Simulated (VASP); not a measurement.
Write the native input for VASP 6.6.1 that does the following.

- Task: relaxation of the atoms
- Functional: PBEsol
- Potentials or basis: VASP PAW PBE potentials, release 64 (C)
- Cutoff: 520 eV
- k mesh: 9 × 9 × 6
- Occupations: gaussian, width 0.02 eV
- Spin: no spin polarisation
- Dipole correction: no
- Further INCAR settings: ALGO = Normal; EDIFF = 1e-06; IBRION = 2; EDIFFG = -0.002; NSW = 60

The structure of C lies in POSCAR:

```
C
1.0
    2.4612466107      0.0000000000      0.0000000000
   -1.2306233054      2.1315020899      0.0000000000
    0.0000000000      0.0000000000      4.1625633096
C
4
Direct
    0.3333333333      0.6666666667      0.0000573180
    0.6666666667      0.3333333333      0.5000573180
    0.3333333333      0.6666666667      0.3739426820
    0.6666666667      0.3333333333      0.8739426820
```

This cell differs from its parent crystal: strained cell.

These files were run (other wordings do the same):

INCAR

```
PREC = Accurate ; ENCUT = 520
EDIFF = 1E-6 ; ISMEAR = 0
SIGMA = 0.02 ; LREAL = F
LASPH = T ; NELM = 80
ALGO = Normal ; ISIF = 2
LWAVE = F ; LCHARG = F
GGA = PS ; IBRION = 2
NSW = 60 ; EDIFFG = -0.002
```

KPOINTS

```
Automatic mesh
0
Gamma
  9 9 6
```

Potentials or basis: VASP PAW PBE potentials, release 64 (C).

Launch:

```console
$ cat potpaw_PBE.64/C/POTCAR > POTCAR
$ mpirun -np 1 vasp_std > vasp.out
```

Results of the run:

The energy gained by relaxing is 0.0 meV/atom and the ionic steps are 3. The pressure after relaxing is 15.5 GPa and the band gap on the k mesh is 2.87 eV (least direct gap 4.96 eV).

Caveat: the cell differs from its parent crystal (strained cell); the PAW data sets were made with another functional, which shifts forces and pressure a little; an odd mesh through Γ misses points on the zone boundary, where band edges can lie.

Run time: 26 s on 1 thread of Intel Xeon 8259CL, on a shared host, peak memory 0.13 GiB.
